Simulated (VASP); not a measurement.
# Ti2C (R-3m) in VASP: notebook, part 2 of 2

VASP 6.6.1. Earlier steps stand in the parts before.

### Step 5. Single point, PBEsol

This run uses another cell than the first one, of 13.19 Å³/atom, 1.053 times its volume.

File INCAR:

```
  ALGO = Normal
  EDIFF = 1E-7
  ENCUT = 520
  GGA = PS
  ISIF = 2
  ISMEAR = -1
  LASPH = True
  LCHARG = False
  LREAL = False
  LWAVE = False
  NBANDS = 21
  NELM = 80
  PREC = Accurate
  SIGMA = 0.15
```

File KPOINTS:

```
k-points
0
Gamma
  13 13 13
```

File POSCAR:

```
Ti2C
1.0
    1.5406980000      0.8895230000      4.8137700000
   -1.5406980000      0.8895230000      4.8137700000
    0.0000000000     -1.7790450000      4.8137700000
Ti C
2 1
Direct
    0.2454980000      0.2454980000      0.2454980000
    0.7545020000      0.7545020000      0.7545020000
    0.5000000000      0.5000000000      0.5000000000
```

Potentials or basis: VASP PAW PBE potentials, release 64 (Ti_sv, C).

Command:

```console
$ cat potpaw_PBE.64/Ti_sv/POTCAR potpaw_PBE.64/C/POTCAR > POTCAR
$ mpirun -np 1 vasp_std > vasp.out
```

OUTCAR:

```text
EDIFF = 1E-7
   ENCUT = 520
   GGA = PS
   ISIF = 2
   ISMEAR = -1
   LASPH = True
   LREAL = False
   NELM = 80
   PREC = Accurate

 ion  position               nearest neighbor table
   1  0.245  0.245  0.245-   3 2.11   3 2.11   3 2.11   2 2.89   2 2.89   2 2.89
   2  0.755  0.755  0.755-   3 2.11   3 2.11   3 2.11   1 2.89   1 2.89   1 2.89
   3  0.500  0.500  0.500-   1 2.11   1 2.11   2 2.11   2 2.11   1 2.11   2 2.11

  LATTYP: Found a trigonal (rhomboedric) cell.
 ALAT       =     5.1319960159
 COS(alpha) =     0.8197428057

[... 195 lines left out ...]
      5     -24.4180      2.00000
      6     -24.3602      2.00000
[... 565 lines left out ...]
     20      12.2098      0.00000
     21      12.7087      0.00000

 [... further k-points ...]
[... 5 lines left out ...]
  --------------------------------------------------------------------------------------
  -------------------------------------------------------------------------------------
  Total       -1.0901488     -1.0901494     -0.8539887      0.0000000     -0.0000001      0.0000000
  in kB      -44.1250531    -44.1250791    -34.5661942      0.0000000     -0.0000024      0.0000000
  external PRESSURE =     -40.9387755 kB  Pullay stress =       0.0000000 kB

 VOLUME and BASIS-vectors are now :
 -----------------------------------------------------------------------------
  energy-cutoff  :      520.00
  volume of cell :       39.58
      direct lattice vectors                 reciprocal lattice vectors
     1.540698000  0.889523000  4.813770000     0.324528233  0.187366408  0.069245783
    -1.540698000  0.889523000  4.813770000    -0.324528233  0.187366408  0.069245783
     0.000000000 -1.779045000  4.813770000     0.000000000 -0.374732816  0.069245822

 POSITION                                       TOTAL-FORCE (eV/Angst)
 -----------------------------------------------------------------------------------
      0.00000      0.00000      3.54531        -0.000000     -0.000000     -0.145631
      0.00000      0.00000     10.89600        -0.000000      0.000000      0.145631
      0.00000      0.00000      7.22065         0.000000     -0.000000      0.000000
 -----------------------------------------------------------------------------------
    total drift:                                0.000000      0.000000     -0.000000

  FREE ENERGIE OF THE ION-ELECTRON SYSTEM (eV)
  ---------------------------------------------------
  free  energy   TOTEN  =       -28.4813939546 eV

  energy  without entropy=      -28.3377062276  energy(sigma->0) =      -28.40955009
```

OSZICAR:

```text
N       E                     dE             d eps       ncg     rms          rms(c)
DAV:   1     0.314509196229E+03    0.31451E+03   -0.14786E+04  9710   0.163E+03
DAV:   2     0.348276365285E+01   -0.31103E+03   -0.30192E+03  9957   0.468E+02
DAV:   3    -0.337851318097E+02   -0.37268E+02   -0.36757E+02 16190   0.140E+02
DAV:   4    -0.362254019504E+02   -0.24403E+01   -0.24342E+01 12410   0.344E+01
DAV:   5    -0.363610372788E+02   -0.13564E+00   -0.13561E+00 13767   0.659E+00    0.210E+01
DAV:   6    -0.287846999664E+02    0.75763E+01   -0.57987E+01 12730   0.603E+01    0.575E+00
DAV:   7    -0.284975204644E+02    0.28718E+00   -0.35699E+00 14755   0.162E+01    0.375E+00
DAV:   8    -0.284786090794E+02    0.18911E-01   -0.30018E-01 10747   0.422E+00    0.680E-01
DAV:   9    -0.284792820277E+02   -0.67295E-03   -0.33574E-02 15232   0.149E+00    0.604E-01
DAV:  10    -0.284814067040E+02   -0.21247E-02   -0.58498E-03 10727   0.763E-01    0.643E-02
DAV:  11    -0.284813885534E+02    0.18151E-04   -0.88288E-04 15185   0.208E-01    0.586E-02
DAV:  12    -0.284813983609E+02   -0.98075E-05   -0.95620E-05 12848   0.930E-02    0.109E-02
DAV:  13    -0.284813938666E+02    0.44943E-05   -0.70335E-06 15161   0.303E-02    0.751E-03
DAV:  14    -0.284813940792E+02   -0.21259E-06   -0.31836E-06 13141   0.166E-02    0.296E-03
DAV:  15    -0.284813939667E+02    0.11251E-06   -0.64805E-07  9152   0.534E-03    0.569E-04
DAV:  16    -0.284813939546E+02    0.12083E-07   -0.57318E-08  5891   0.239E-03
   1 F= -.28481394E+02 E0= -.28409550E+02  d E =-.143688E+00
```

stdout:

```text
POSCAR found type information on POSCAR TiC
 POSCAR found :  2 types and       3 ions
 scaLAPACK will be used
 -----------------------------------------------------------------------------
|                                                                             |
|                                                                             |
|     You enforced a specific xc type in the INCAR file but a different       |
|     I HOPE YOU KNOW WHAT YOU ARE DOING!                                     |
|                                                                             |
 -----------------------------------------------------------------------------

 LDA part: xc-table for (Slater+PW92), standard interpolation
 POSCAR, INCAR and KPOINTS ok, starting setup
 FFT: planning ... GRIDC
 FFT: planning ... GRID_SOFT
 FFT: planning ... GRID
 WAVECAR not read
 entering main loop
```

It took 5.1 min on 1 thread of AMD EPYC 9R45 (Zen 5), shared host; peak memory 0.33 GiB.

Results:

```
Free energy            : -28.4814 eV
Pressure               : -4.1 GPa
Largest force          : 0.146 eV/Å
Band gap on the k mesh : zero (band 14 reaches 8.89 eV, above the bottom of band 15 at 7.92 eV)
```

Forces in eV/Å, atoms in the order of the input:
```
Ti   0.000  0.000 -0.146
Ti   0.000  0.000  0.146
C    0.000  0.000  0.000
```

Caveat: the PAW data sets were made with another functional, which shifts forces and pressure a little.

### Step 6. Single point, PBEsol

This run uses another cell than the first one, of 13.41 Å³/atom, 1.070 times its volume.

File INCAR:

```
PREC = Accurate
ENCUT = 520
EDIFF = 1E-6
ISMEAR = -1
SIGMA = 0.15
LREAL = False
LASPH = True
NELM = 100
ALGO = Normal
ISIF = 2
LWAVE = False
LCHARG = False
GGA = PS
NBANDS = 21
```

File KPOINTS:

```
regular mesh
0
Gamma
  13 13 13
```

File POSCAR:

```
Ti2C
1.0
    1.5406980000      0.8895230000      4.8939995000
   -1.5406980000      0.8895230000      4.8939995000
    0.0000000000     -1.7790450000      4.8939995000
Ti C
2 1
Direct
    0.2454980000      0.2454980000      0.2454980000
    0.7545020000      0.7545020000      0.7545020000
    0.5000000000      0.5000000000      0.5000000000
```

Potentials or basis: VASP PAW PBE potentials, release 64 (Ti_sv, C).

Command:

```console
$ cat potpaw_PBE.64/Ti_sv/POTCAR potpaw_PBE.64/C/POTCAR > POTCAR
$ mpirun -np 1 vasp_std > vasp.out
```

OUTCAR:

```text
PREC = Accurate
   ENCUT = 520
   EDIFF = 1E-6
   ISMEAR = -1
   LREAL = False
   LASPH = True
   NELM = 100
   ISIF = 2
   GGA = PS

 ion  position               nearest neighbor table
   1  0.245  0.245  0.245-   3 2.12   3 2.12   3 2.12   2 2.92   2 2.92   2 2.92
   2  0.755  0.755  0.755-   3 2.12   3 2.12   3 2.12   1 2.92   1 2.92   1 2.92
   3  0.500  0.500  0.500-   1 2.12   1 2.12   2 2.12   2 2.12   1 2.12   2 2.12

  LATTYP: Found a trigonal (rhomboedric) cell.
 ALAT       =     5.2073248987
 COS(alpha) =     0.8249202663

  Lattice vectors:

 A1 = (   1.5406980000,   0.8895230000,   4.8939995000)
 A2 = (  -1.5406980000,   0.8895230000,   4.8939995000)
 A3 = (   0.0000000000,  -1.7790450000,   4.8939995000)

Analysis of symmetry for initial positions (statically):
=====================================================================
 Subroutine PRICEL returns:
 Original cell was already a primitive cell.

 Routine SETGRP: Setting up the symmetry group for a
 trigonal (rhombohedral) supercell.

 Subroutine GETGRP returns: Found 12 space group operations
 (whereof 12 operations were pure point group operations)
 out of a pool of 12 trial point group operations.

The static configuration has the point symmetry D_3d.

Analysis of symmetry for dynamics (positions and initial velocities):
=====================================================================
 Subroutine PRICEL returns:
 Original cell was already a primitive cell.

 Routine SETGRP: Setting up the symmetry group for a
 trigonal (rhombohedral) supercell.

 Subroutine GETGRP returns: Found 12 space group operations
 (whereof 12 operations were pure point group operations)
 out of a pool of 12 trial point group operations.

The dynamic configuration has the point symmetry D_3d.

 Subroutine INISYM returns: Found 12 space group operations
 (whereof 12 operations are pure point group operations),
 and found     1 'primitive' translations

----------------------------------------------------------------------------------------

                                     Primitive cell

  volume of cell :      40.2429

  direct lattice vectors                    reciprocal lattice vectors
     1.540698000  0.889523000  4.893999500     0.324528233  0.187366408  0.068110606
    -1.540698000  0.889523000  4.893999500    -0.324528233  0.187366408  0.068110606
     0.000000000 -1.779045000  4.893999500     0.000000000 -0.374732816  0.068110644

  length of vectors
     5.207324899  5.207324899  5.207324862     0.380872419  0.380872419  0.380872345

  position of ions in fractional coordinates (direct lattice)
     0.245498000  0.245498000  0.245498000
     0.754502000  0.754502000  0.754502000
     0.500000000  0.500000000  0.500000000

  ion indices of the primitive-cell ions
   primitive index   ion index
                 1           1
                 2           2
                 3           3

----------------------------------------------------------------------------------------

 KPOINTS: regular mesh

Automatic generation of k-mesh.
 Grid dimensions read from file:
 generate k-points for:   13   13   13

 Generating k-lattice:

  Cartesian coordinates                     Fractional coordinates (reciprocal lattice)
     0.024963710  0.014412801  0.005239277     0.076923077  0.000000000 -0.000000000
    -0.024963710  0.014412801  0.005239277     0.000000000  0.076923077 -0.000000000
     0.000000000 -0.028825601  0.005239280     0.000000000  0.000000000  0.076923077

  Length of vectors
     0.029297878  0.029297878  0.029297873

  Shift w.r.t. Gamma in fractional coordinates (k-lattice)
     0.000000000  0.000000000  0.000000000

 Subroutine IBZKPT returns following result:
 ===========================================

 Found    231 irreducible k-points:

 Following reciprocal coordinates:
            Coordinates               Weight
  0.000000  0.000000  0.000000      1.000000
  0.076923  0.000000  0.000000      6.000000
  0.153846  0.000000  0.000000      6.000000
  0.230769  0.000000  0.000000      6.000000
  0.307692  0.000000  0.000000      6.000000
  0.384615  0.000000  0.000000      6.000000
[... 16 lines left out ...]
  0.384615  0.153846  0.000000     12.000000
  0.461538  0.153846  0.000000     12.000000
 [... further k-points ...]
   k-points           NKPTS =    231   k-points in BZ     NKDIM =    231   number of bands    NBANDS=     21
   number of dos      NEDOS =    301   number of ions     NIONS =      3
   total plane-waves  NPLWV =  64000
   dimension x,y,z NGX =    40 NGY =   40 NGZ =   40
   dimension x,y,z NGXF=    80 NGYF=   80 NGZF=   80
   ions per type =               2   1
   NGX,Y,Z   is equivalent  to a cutoff of  12.77, 12.77, 12.77 a.u.
   NGXF,Y,Z  is equivalent  to a cutoff of  25.54, 25.54, 25.54 a.u.
 SYSTEM =  unknown system
   PREC   = accura    normal or accurate (medium, high low for compatibility)
   ISTART =      0    job   : 0-new  1-cont  2-samecut
   ICHARG =      2    charge: 1-file 2-atom 10-const
   ISPIN  =      1    spin polarized calculation?
   LNONCOLLINEAR =      F non collinear calculations
   LSORBIT =      F    spin-orbit coupling
   LASPH  =      T    aspherical Exc in radial PAW
   ENCUT  =  520.0 eV  38.22 Ry    6.18 a.u.   9.68  9.68  9.68*2*pi/ulx,y,z
   NELM   =    100;   NELMIN=  2; NELMDL= -5     # of ELM steps
   EDIFF  = 0.1E-05   stopping-criterion for ELM
   LREAL  =      F    real-space projection
   EDIFFG = 0.1E-04   stopping-criterion for IOM
   NSW    =      0    number of steps for IOM
   IBRION =     -1    ionic relax: 0-MD 1-quasi-New 2-CG
   NFREE  =      0    steps in history (QN), initial steepest desc. (CG)
   ISIF   =      2    stress and relaxation
   ISYM   =      2    0-nonsym 1-usesym 2-fastsym
   POTIM  = 0.5000    time-step for ionic-motion
   TEBEG  =    0.0;   TEEND  =   0.0 temperature during run
   PSTRESS=    0.0 pullay stress
   NELECT =      28.0000    total number of electrons
   NUPDOWN=      -1.0000    fix difference up-down
   EMIN   =  10.00;   EMAX   =-10.00  energy-range for DOS
   EFERMI =   0.00;   METHOD = LEGACY
   ISMEAR =    -1;   SIGMA  =   0.15  broadening in eV -4-tet -1-fermi 0-gaus
   EFERMI_NEDOS =   21; number of points for ismear=-14 and -15
   IALGO  =     38    algorithm
   IMIX   =      4    mixing-type and parameters
     AMIX     =   0.40;   BMIX     =  1.00
     AMIX_MAG =   1.60;   BMIX_MAG =  1.00
  volume/ion in A,a.u.               =      13.41        90.52
  Fermi-wavevector in a.u.,A,eV,Ry     =   1.450655  2.741341 28.632117  2.104401
  Thomas-Fermi vector in A             =   2.568243
   LORBIT       =      0    0 simple, 1 ext, 2 COOP (PROOUT), +10 PAW based schemes
   GGA     = PS    functional components
   LHFCALC =     F    Hartree Fock is set to
   AEXX    =    0.0000 exact exchange contribution
   IVDW    =     0    specifies the selected vdW correction
   LEPSILON=     F    determine dielectric tensor
   LRPA    =     F    only Hartree local field effects (RPA)
 non-spin polarized calculation
  energy-cutoff  :      520.00
  volume of cell :       40.24
 maximum number of plane-waves:      1097
   NGX = 19   NGY = 19   NGZ = 19

 number of electron      28.0000001 magnetization

 Free energy of the ion-electron system (eV)
  ---------------------------------------------------
  ext. energy  EPLUGINS =         0.00000000
  ---------------------------------------------------
  free energy    TOTEN  =       -28.45731861 eV

  energy without entropy =      -28.30762331  energy(sigma->0) =      -28.38247096

 E-fermi :   8.0519     XC(G=0): -11.8843

 val. band max:        8.0414583296   @ k =  -0.3846   0.4615   0.3846
 cond. band min:       8.0545506655   @ k =   0.3846   0.2308   0.2308
 fundamental gap:      0.0130923358
 Fermi energy:         8.0518548939

 k-point     1 :       0.0000    0.0000    0.0000
  band No.  band energies     occupation
      1     -48.4647      2.00000
      2     -48.3743      2.00000
      3     -25.1136      2.00000
      4     -24.6225      2.00000
      5     -24.6224      2.00000
      6     -24.5902      2.00000
[... 13 lines left out ...]
     20      10.9717      0.00000
     21      12.0245      0.00000
[... 529 lines left out ...]
 k-point    24 :       0.4615    0.1538    0.0000
  band No.  band energies     occupation
      1     -48.3917      2.00000
      2     -48.3648      2.00000
      3     -24.9641      2.00000
      4     -24.8909      2.00000
      5     -24.8321      2.00000
      6     -24.7323      2.00000
[... 13 lines left out ...]
     20      11.9212      0.00000
     21      12.4663      0.00000

 [... further k-points ...]
[... 5 lines left out ...]
  --------------------------------------------------------------------------------------
  -------------------------------------------------------------------------------------
  Total       -1.5241119     -1.5241128     -2.0928093      0.0000000     -0.0000001      0.0000000
  in kB      -60.6789030    -60.6789387    -83.3202438      0.0000000     -0.0000057      0.0000000
  external PRESSURE =     -68.2260285 kB  Pullay stress =       0.0000000 kB

 VOLUME and BASIS-vectors are now :
 -----------------------------------------------------------------------------
  energy-cutoff  :      520.00
  volume of cell :       40.24
      direct lattice vectors                 reciprocal lattice vectors
     1.540698000  0.889523000  4.893999500     0.324528233  0.187366408  0.068110606
    -1.540698000  0.889523000  4.893999500    -0.324528233  0.187366408  0.068110606
     0.000000000 -1.779045000  4.893999500     0.000000000 -0.374732816  0.068110644

 POSITION                                       TOTAL-FORCE (eV/Angst)
 -----------------------------------------------------------------------------------
      0.00000      0.00000      3.60440         0.000000     -0.000000     -0.391648
      0.00000      0.00000     11.07760         0.000000      0.000000      0.391648
      0.00000      0.00000      7.34100         0.000000      0.000000      0.000000
 -----------------------------------------------------------------------------------
    total drift:                                0.000000      0.000000     -0.000000

  FREE ENERGIE OF THE ION-ELECTRON SYSTEM (eV)
  ---------------------------------------------------
  free  energy   TOTEN  =       -28.4573186147 eV

  energy  without entropy=      -28.3076233073  energy(sigma->0) =      -28.38247096
```

Wall time 3.8 min (1 thread of AMD EPYC 9R45 (Zen 5), shared host); peak memory 0.32 GiB.

What came out:

```yaml
Free_energy: -28.4573 eV
Pressure: -6.8 GPa
Largest_force: 0.392 eV/Å
Band_gap_on_the_k_mesh: zero (band 14 reaches 8.68 eV, above the bottom of band 15 at 7.78 eV)
```

Forces on the atoms (eV/Å):
```
Ti   0.000  0.000 -0.392
Ti   0.000  0.000  0.392
C    0.000  0.000  0.000
```

Levels at points of the mesh, in eV from the Fermi level:
```tsv
k point	band 11	band 12	band 13	band 14	band 15	band 16	band 17	band 18
(0.00, 0.00, 0.00)	-2.40	-2.40	-2.08	0.56	0.56	0.90	1.90	1.90
```

Caveat: the PAW data sets were made with another functional, which shifts forces and pressure a little.

### Step 7. Single point, PBEsol

This run uses another cell than the first one, of 13.63 Å³/atom, 1.088 times its volume.

File INCAR:

```
SYSTEM = Ti2C
PREC = Accurate ; ENCUT = 520
EDIFF = 1E-6 ; ISMEAR = -1
SIGMA = 0.15 ; LREAL = .False.
LASPH = .True. ; NELM = 100
ALGO = Normal ; ISIF = 2
LWAVE = .False. ; LCHARG = .True.
GGA = PS ; LELF = .True.
LVHAR = .True. ; NBANDS = 21
```

File KPOINTS:

```
regular mesh
0
Gamma
  13 13 13
  0 0 0
```

File POSCAR:

```
Ti2C
1.0
    1.5406980000      0.8895230000      4.9742290000
   -1.5406980000      0.8895230000      4.9742290000
    0.0000000000     -1.7790450000      4.9742290000
Ti C
2 1
Direct
    0.2454980000      0.2454980000      0.2454980000
    0.7545020000      0.7545020000      0.7545020000
    0.5000000000      0.5000000000      0.5000000000
```

Command:

```console
$ cat potpaw_PBE.64/Ti_sv/POTCAR potpaw_PBE.64/C/POTCAR > POTCAR
$ mpirun -np 1 vasp_std > vasp.out
```

Run time: 3.8 min. Hardware: 1 thread of AMD EPYC 9R45 (Zen 5), shared host; peak memory 0.33 GiB.

Results (log left out):

| Item | Value |
| --- | --- |
| Free energy | -28.4138 eV |
| Pressure | -9.3 GPa |
| Largest force | 0.624 eV/Å |
| Band gap on the k mesh | zero (band 14 reaches 8.54 eV, above the bottom of band 15 at 7.65 eV) |

Forces on the atoms (eV/Å):
```
Ti   0.000  0.000 -0.624
Ti   0.000  0.000  0.624
C    0.000  0.000  0.000
```

Stress tensor (GPa, compression positive):
```
 -7.53   0.00   0.00
  0.00  -7.53   0.00
  0.00   0.00 -12.88
```

Levels at points of the mesh, in eV from the Fermi level:
```tsv
k point	band 11	band 12	band 13	band 14	band 15	band 16	band 17	band 18
(0.00, 0.00, 0.00)	-2.30	-2.30	-2.17	0.60	0.60	0.78	1.85	1.85
```

Caveat: the PAW data sets were made with another functional, which shifts forces and pressure a little.

### Step 8. Overview

```csv
cell,gap on the mesh (eV),pressure (GPa),largest force (eV/Å)
"a = 4.907 Å, angles 36.6°, 3 atoms",none,5.7,0.67
"a = 4.982 Å, angles 36.0°, 3 atoms",none,2.1,0.38
"a = 5.057 Å, angles 35.5°, 3 atoms",none,-1.1,0.11
"a = 5.132 Å, angles 34.9°, 3 atoms",none,-4.1,0.15
"a = 5.207 Å, angles 34.4°, 3 atoms",none,-6.8,0.39
"a = 5.283 Å, angles 33.9°, 3 atoms",none,-9.3,0.62
```

Alike in all rows: task single point; level PBEsol; potentials or basis VASP PAW PBE potentials, release 64 (Ti_sv, C); no spin polarisation; k mesh 13 × 13 × 13; cutoff (eV) 520; smearing fermi-dirac 0.15 eV.

Caveats: the PAW data sets were made with another functional, which shifts forces and pressure a little.

Total energies depend on the potentials used, so only differences within one code and one set of settings carry meaning.
